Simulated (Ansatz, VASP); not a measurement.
Two plane-wave programs on Ag

Contents of INCAR:

```
PREC = Accurate
ENCUT = 520
EDIFF = 1E-6
ISMEAR = 0
SIGMA = 0.15
LREAL = False
LASPH = True
NELM = 60
ALGO = Normal
ISIF = 2
LWAVE = False
LCHARG = False
GGA = CA
NBANDS = 12
```

Contents of KPOINTS:

```
regular mesh
0
Gamma
  20 20 20
```

File POSCAR:

```
Ag
1.0
    0.0000000000      2.0431000000      2.0431000000
    2.0431000000      0.0000000000      2.0431000000
    2.0431000000      2.0431000000      0.0000000000
Ag
1
Direct
    0.0000000000      0.0000000000      0.0000000000
```

Input for Ansatz:

```yaml
crystal:
  lattice:
    - [0.0, 2.0431, 2.0431]
    - [2.0431, 0.0, 2.0431]
    - [2.0431, 2.0431, 0.0]
  atoms:
    - { symbol: Ag, position: [0.0, 0.0, 0.0] }
basis:
  ecutwfc: 420
kpoints:
  mp_grid: { grid: [20, 20, 20] }
hamiltonian:
  xc: lda
scf:
  occupations: { method: gaussian, width: 0.15 }
output:
  forces: true
  stress: true
  eigenvalues: true
  write_density: true
  write_potential: true
  elf: true
  volumetric_format: npy
```

Alike in both runs: task single point; functional LDA; k mesh 20 × 20 × 20; occupations gaussian, width 0.15 eV; no spin polarisation.

|  | VASP | Ansatz |
| --- | --- | --- |
| version | VASP 6.6.1 | Ansatz 0.2.0 |
| potentials or method | VASP PAW LDA potentials, release 64 (Ag), cutoff 520 eV | scalar-relativistic, plane waves, PAW |
| valence electrons in the cell | 11 | 19 |

Ansatz gave:

| Item | Value |
| --- | --- |
| gap on the k mesh at the Fermi level (eV) | none |
| pressure (GPa) | -7.3 |

Question: What did VASP give for the same quantities?

Answer: gap on the k mesh at the Fermi level (eV): none; pressure (GPa): -7.2.

LDA's correlation is that of Perdew and Zunger in VASP and of Perdew and Wang (1992) in Ansatz. A gap of «none» marks a metal or a gap that the smearing closes. VASP's potentials hold 11 valence electrons a cell and Ansatz's 19, so a difference there can come from the potentials and not from the codes.
